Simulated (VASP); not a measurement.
# Ta6N5 (a cell with a defect) (vacancy hop of N) in VASP: single point with PBEsol

Aim: the single point of Ta6N5 (a cell with a defect) (vacancy hop of N) with PBEsol.

Everything below comes from runs of VASP 6.6.1. Logs are shortened: lines on timing, memory, paths and dates and some standing lists are left out, and cuts for length are marked.

**1. The cell of the first run**

The cell holds a defect, 11 atoms: a = 5.178 Å, b = 5.178 Å, c = 5.792 Å, α = 90.00°, β = 90.00°, γ = 120.00°.

**2. Single point, PBEsol**

Input file INCAR:

```
SYSTEM = Ta6N5
PREC = Accurate
ENCUT = 520
EDIFF = 1E-6
ISMEAR = 1
SIGMA = 0.1
LREAL = .FALSE.
LASPH = .TRUE.
NELM = 60
ALGO = Normal
ISIF = 2
LWAVE = .FALSE.
LCHARG = .FALSE.
GGA = PS
NBANDS = 56
```

Input file KPOINTS:

```
Automatic mesh
0
G
  4 4 3
  0 0 0
```

Input file POSCAR:

```
Ta6N5
1.0
    5.1783381800     -0.0000000300      0.0000000000
   -2.5891690600      4.4845724300      0.0000000000
    0.0000000000      0.0000000000      5.7917586600
Ta N
6 5
Direct
   -0.0019760658     -0.0038578929     -0.0015244074
    0.3278998609      0.6641244079      0.2483321707
    0.6599353571      0.3282043144      0.2483337246
   -0.0048822937     -0.0038418379      0.4984997079
    0.3279192858      0.6641304286      0.7486282241
    0.6599424302      0.3281902662      0.7486501518
    0.3928707457     -0.0038353686     -0.0015042063
    0.6041981729      0.6025981429     -0.0015249254
   -0.0022392916      0.3896868714     -0.0015185370
    0.5933289707     -0.4017867947      0.4984907296
   -0.0087428080      0.3940719048      0.4984915929
```

Potentials or basis: VASP PAW PBE potentials, release 64 (Ta_pv, N).

Run with:

```
$ cat potpaw_PBE.64/Ta_pv/POTCAR potpaw_PBE.64/N/POTCAR > POTCAR
$ mpirun -np 1 vasp_std > vasp.out
```

OUTCAR:

```text
SYSTEM = Ta6N5
   PREC = Accurate
   ENCUT = 520
   EDIFF = 1E-6
   ISMEAR = 1
   LREAL = .FALSE.
   LASPH = .TRUE.
   NELM = 60
   ISIF = 2
   GGA = PS

 ion  position               nearest neighbor table
   1  0.998  0.996  0.998-   9 2.04   8 2.04   7 2.04   4 2.90   4 2.90   2 3.30   6 3.30   5 3.30
                             3 3.30   6 3.33   3 3.33   2 3.33   5 3.33   5 3.34   6 3.34   2 3.34
   2  0.328  0.664  0.248-  10 2.14   7 2.14   9 2.15  11 2.16   8 2.17   5 2.89   5 2.90   3 2.98
                             3 3.00   3 3.00   1 3.30   4 3.31   4 3.32   1 3.33   4 3.33   1 3.34
   3  0.660  0.328  0.248-  11 2.14   7 2.14   8 2.15  10 2.16   9 2.17   6 2.89   6 2.90   2 2.98
                             2 3.00   2 3.00   1 3.30   4 3.31   4 3.32   1 3.33   4 3.33   1 3.34
   4  0.995  0.996  0.498-  11 2.07  10 2.07   1 2.90   1 2.90   5 3.31   6 3.31   2 3.31   3 3.31
                             5 3.32   6 3.32   2 3.32   3 3.32   5 3.33   3 3.33   6 3.33   2 3.33
   5  0.328  0.664  0.749-  10 2.14   7 2.14   9 2.15  11 2.16   8 2.17   2 2.89   2 2.90   6 2.98
                             6 3.00   6 3.00   1 3.30   4 3.31   4 3.32   1 3.33   4 3.33   1 3.34
   6  0.660  0.328  0.749-  11 2.14   7 2.14   8 2.15  10 2.16   9 2.17   3 2.89   3 2.90   5 2.98
                             5 3.00   5 3.00   1 3.30   4 3.31   4 3.32   1 3.33   4 3.33   1 3.34
   7  0.393  0.996  0.998-   1 2.04   3 2.14   2 2.14   6 2.14   5 2.14
   8  0.604  0.603  0.998-   1 2.04   6 2.15   3 2.15   5 2.17   2 2.17
   9  0.998  0.390  0.998-   1 2.04   2 2.15   5 2.15   6 2.17   3 2.17
  10  0.593  0.598  0.498-   4 2.07   5 2.14   2 2.14   3 2.16   6 2.16
  11  0.991  0.394  0.498-   4 2.07   6 2.14   3 2.14   5 2.16   2 2.16

  LATTYP: Found a hexagonal cell.
 ALAT       =     5.1783381800
 C/A-ratio  =     1.1184589455

  Lattice vectors:

 A1 = (   5.1783381800,  -0.0000000300,   0.0000000000)
 A2 = (  -2.5891690600,   4.4845724300,   0.0000000000)
 A3 = (   0.0000000000,   0.0000000000,   5.7917586600)

Analysis of symmetry for initial positions (statically):
=====================================================================
 Subroutine PRICEL returns:
 Original cell was already a primitive cell.

 Routine SETGRP: Setting up the symmetry group for a
 hexagonal supercell.

 Subroutine GETGRP returns: Found  1 space group operations
 (whereof  1 operations were pure point group operations)
 out of a pool of 24 trial point group operations.

The static configuration has the point symmetry C_1 .

Analysis of symmetry for dynamics (positions and initial velocities):
=====================================================================
 Subroutine PRICEL returns:
 Original cell was already a primitive cell.

 Routine SETGRP: Setting up the symmetry group for a
 hexagonal supercell.

 Subroutine GETGRP returns: Found  1 space group operations
 (whereof  1 operations were pure point group operations)
 out of a pool of 24 trial point group operations.

The dynamic configuration has the point symmetry C_1 .

 Subroutine INISYM returns: Found  1 space group operations
 (whereof  1 operations are pure point group operations),
 and found     1 'primitive' translations

----------------------------------------------------------------------------------------

                                     Primitive cell

  volume of cell :     134.4999

  direct lattice vectors                    reciprocal lattice vectors
     5.178338180 -0.000000030  0.000000000     0.193112147  0.111493348  0.000000000
    -2.589169060  4.484572430  0.000000000     0.000000001  0.222986699  0.000000000
     0.000000000  0.000000000  5.791758660     0.000000000  0.000000000  0.172659128

  length of vectors
     5.178338180  5.178338179  5.791758660     0.222986699  0.222986699  0.172659128

  position of ions in fractional coordinates (direct lattice)
     0.998023934  0.996142107  0.998475593
     0.327899861  0.664124408  0.248332171
     0.659935357  0.328204314  0.248333725
     0.995117706  0.996158162  0.498499708
     0.327919286  0.664130429  0.748628224
     0.659942430  0.328190266  0.748650152
     0.392870746  0.996164631  0.998495794
     0.604198173  0.602598143  0.998475075
     0.997760708  0.389686871  0.998481463
     0.593328971  0.598213205  0.498490730
     0.991257192  0.394071905  0.498491593

  ion indices of the primitive-cell ions
   primitive index   ion index
                 1           1
                 2           2
                 3           3
                 4           4
                 5           5
                 6           6
                 7           7
                 8           8
                 9           9
                10          10
                11          11

----------------------------------------------------------------------------------------

 KPOINTS: Automatic mesh

Automatic generation of k-mesh.
 Grid dimensions read from file:
 generate k-points for:    4    4    3

 Generating k-lattice:

  Cartesian coordinates                     Fractional coordinates (reciprocal lattice)
     0.048278037  0.027873337  0.000000000     0.250000000  0.000000000  0.000000000
     0.000000000  0.055746675  0.000000000     0.000000000  0.250000000  0.000000000
     0.000000000  0.000000000  0.057553043     0.000000000  0.000000000  0.333333333

  Length of vectors
     0.055746675  0.055746675  0.057553043

  Shift w.r.t. Gamma in fractional coordinates (k-lattice)
     0.000000000  0.000000000  0.000000000

 Subroutine IBZKPT returns following result:
 ===========================================

 Found     26 irreducible k-points:

 Following reciprocal coordinates:
            Coordinates               Weight
  0.000000  0.000000  0.000000      1.000000
  0.250000  0.000000  0.000000      2.000000
 -0.000000  0.250000  0.000000      2.000000
 -0.250000  0.250000  0.000000      2.000000
  0.500000  0.000000  0.000000      1.000000
 -0.000000  0.500000  0.000000      1.000000
[... 16 lines left out ...]
  0.500000  0.250000  0.333333      2.000000
 -0.250000 -0.250000  0.333333      2.000000
 [... further k-points ...]
   k-points           NKPTS =     26   k-points in BZ     NKDIM =     26   number of bands    NBANDS=     56
   number of dos      NEDOS =    301   number of ions     NIONS =     11
   total plane-waves  NPLWV =  76800
   dimension x,y,z NGX =    40 NGY =   40 NGZ =   48
   dimension x,y,z NGXF=    80 NGYF=   80 NGZF=   96
   ions per type =               6   5
   NGX,Y,Z   is equivalent  to a cutoff of  12.84, 12.84, 13.78 a.u.
   NGXF,Y,Z  is equivalent  to a cutoff of  25.68, 25.68, 27.56 a.u.
 SYSTEM =  Ta6N5
   PREC   = accura    normal or accurate (medium, high low for compatibility)
   ISTART =      0    job   : 0-new  1-cont  2-samecut
   ICHARG =      2    charge: 1-file 2-atom 10-const
   ISPIN  =      1    spin polarized calculation?
   LNONCOLLINEAR =      F non collinear calculations
   LSORBIT =      F    spin-orbit coupling
   LASPH  =      T    aspherical Exc in radial PAW
   ENCUT  =  520.0 eV  38.22 Ry    6.18 a.u.   9.63  9.63 10.77*2*pi/ulx,y,z
   NELM   =     60;   NELMIN=  2; NELMDL= -5     # of ELM steps
   EDIFF  = 0.1E-05   stopping-criterion for ELM
   LREAL  =      F    real-space projection
   EDIFFG = 0.1E-04   stopping-criterion for IOM
   NSW    =      0    number of steps for IOM
   IBRION =     -1    ionic relax: 0-MD 1-quasi-New 2-CG
   NFREE  =      0    steps in history (QN), initial steepest desc. (CG)
   ISIF   =      2    stress and relaxation
   ISYM   =      2    0-nonsym 1-usesym 2-fastsym
   POTIM  = 0.5000    time-step for ionic-motion
   TEBEG  =    0.0;   TEEND  =   0.0 temperature during run
   PSTRESS=    0.0 pullay stress
   NELECT =      91.0000    total number of electrons
   NUPDOWN=      -1.0000    fix difference up-down
   EMIN   =  10.00;   EMAX   =-10.00  energy-range for DOS
   EFERMI =   0.00;   METHOD = LEGACY
   ISMEAR =     1;   SIGMA  =   0.10  broadening in eV -4-tet -1-fermi 0-gaus
   EFERMI_NEDOS =   21; number of points for ismear=-14 and -15
   IALGO  =     38    algorithm
   IMIX   =      4    mixing-type and parameters
     AMIX     =   0.40;   BMIX     =  1.00
     AMIX_MAG =   1.60;   BMIX_MAG =  1.00
  volume/ion in A,a.u.               =      12.23        82.51
  Fermi-wavevector in a.u.,A,eV,Ry     =   1.437192  2.715898 28.103100  2.065520
  Thomas-Fermi vector in A             =   2.556296
   LORBIT       =      0    0 simple, 1 ext, 2 COOP (PROOUT), +10 PAW based schemes
   GGA     = PS    functional components
   LHFCALC =     F    Hartree Fock is set to
   AEXX    =    0.0000 exact exchange contribution
   IVDW    =     0    specifies the selected vdW correction
   LEPSILON=     F    determine dielectric tensor
   LRPA    =     F    only Hartree local field effects (RPA)
 non-spin polarized calculation
 Methfessel and Paxton  Order N= 1 SIGMA  =   0.10
  energy-cutoff  :      520.00
  volume of cell :      134.50
 maximum number of plane-waves:      3657
 NGX is ok and might be reduce to    40
   NGX = 19   NGY = 19   NGZ = 21

 number of electron      90.9999999 magnetization

 Free energy of the ion-electron system (eV)
  ---------------------------------------------------
  ext. energy  EPLUGINS =         0.00000000
  ---------------------------------------------------
  free energy    TOTEN  =      -130.66313298 eV

  energy without entropy =     -130.66347399  energy(sigma->0) =     -130.66324665

 E-fermi :   7.4260     XC(G=0): -12.9622

 val. band max:        7.3865558035   @ k =  -0.2500   0.5000   0.3333
 cond. band min:       7.4908573251   @ k =   0.5000   0.5000   0.3333
 fundamental gap:      0.1043015216
 Fermi energy:         7.4259664123

 k-point     1 :       0.0000    0.0000    0.0000
  band No.  band energies     occupation
      1     -28.5810      2.00000
      2     -28.3813      2.00000
      3     -28.2989      2.00000
      4     -28.1648      2.00000
      5     -28.1381      2.00000
      6     -28.0501      2.00000
[... 1405 lines left out ...]
     55      10.3505      0.00000
     56      10.4593      0.00000

 [... further k-points ...]
[... 5 lines left out ...]
  --------------------------------------------------------------------------------------
  -------------------------------------------------------------------------------------
  Total       -7.1389884     -6.8267433      2.4132862     -0.0017253      0.0008446     -0.0000699
  in kB      -85.0404110    -81.3209130     28.7473291     -0.0205518      0.0100611     -0.0008324
  external PRESSURE =     -45.8713316 kB  Pullay stress =       0.0000000 kB

 VOLUME and BASIS-vectors are now :
 -----------------------------------------------------------------------------
  energy-cutoff  :      520.00
  volume of cell :      134.50
      direct lattice vectors                 reciprocal lattice vectors
     5.178338180 -0.000000030  0.000000000     0.193112147  0.111493348  0.000000000
    -2.589169060  4.484572430  0.000000000     0.000000001  0.222986699  0.000000000
     0.000000000  0.000000000  5.791758660     0.000000000  0.000000000  0.172659128

 POSITION                                       TOTAL-FORCE (eV/Angst)
 -----------------------------------------------------------------------------------
      2.58893      4.46727      5.78293        -0.004655      0.000530      0.000826
     -0.02155      2.97831      1.43828        -0.012040      0.017657      0.011440
      2.56759      1.47186      1.43829        -0.011196     -0.019431      0.011895
      2.57383      4.46734      2.88719         0.051563     -0.000692     -0.000990
     -0.02147      2.97834      4.33587        -0.013777      0.017952     -0.009721
      2.56766      1.47179      4.33600        -0.012474     -0.018922     -0.012874
     -0.54482      4.46737      5.78305        -0.005260     -0.000824     -0.000838
      1.56851      2.70239      5.78293         0.001384     -0.003761      0.000913
      4.15778      1.74758      5.78296         0.000482      0.005691      0.000205
      1.52358      2.68273      2.88714         0.003099     -0.002098     -0.000405
      4.11275      1.76724      2.88714         0.002876      0.003898     -0.000451
 -----------------------------------------------------------------------------------
    total drift:                                0.000012      0.000075     -0.000677

  FREE ENERGIE OF THE ION-ELECTRON SYSTEM (eV)
  ---------------------------------------------------
  free  energy   TOTEN  =      -130.6631329792 eV

  energy  without entropy=     -130.6634739878  energy(sigma->0) =     -130.66324665
```

Wall time 1.8 min (1 thread of Intel Xeon 6975P-C (Granite Rapids), shared host); peak memory 0.32 GiB.

Results:

```yaml
Free_energy: -130.6631 eV
Pressure: -4.6 GPa
Largest_force: 0.052 eV/Å
```

Forces on the atoms (eV/Å):
```
Ta  -0.005  0.001  0.001
Ta  -0.012  0.018  0.011
Ta  -0.011 -0.019  0.012
Ta   0.052 -0.001 -0.001
Ta  -0.014  0.018 -0.010
Ta  -0.012 -0.019 -0.013
N   -0.005 -0.001 -0.001
N    0.001 -0.004  0.001
N    0.000  0.006  0.000
N    0.003 -0.002  0.000
N    0.003  0.004  0.000
```

Stress tensor (GPa, compression positive):
```
-8.50  0.00  0.00
 0.00 -8.13  0.00
 0.00  0.00  2.87
```

Caveat: the k points lie up to 0.36 Å⁻¹ apart; the PAW data sets were made with another functional, which shifts forces and pressure a little; spin-orbit coupling is left out, which moves the levels of the heavy elements.
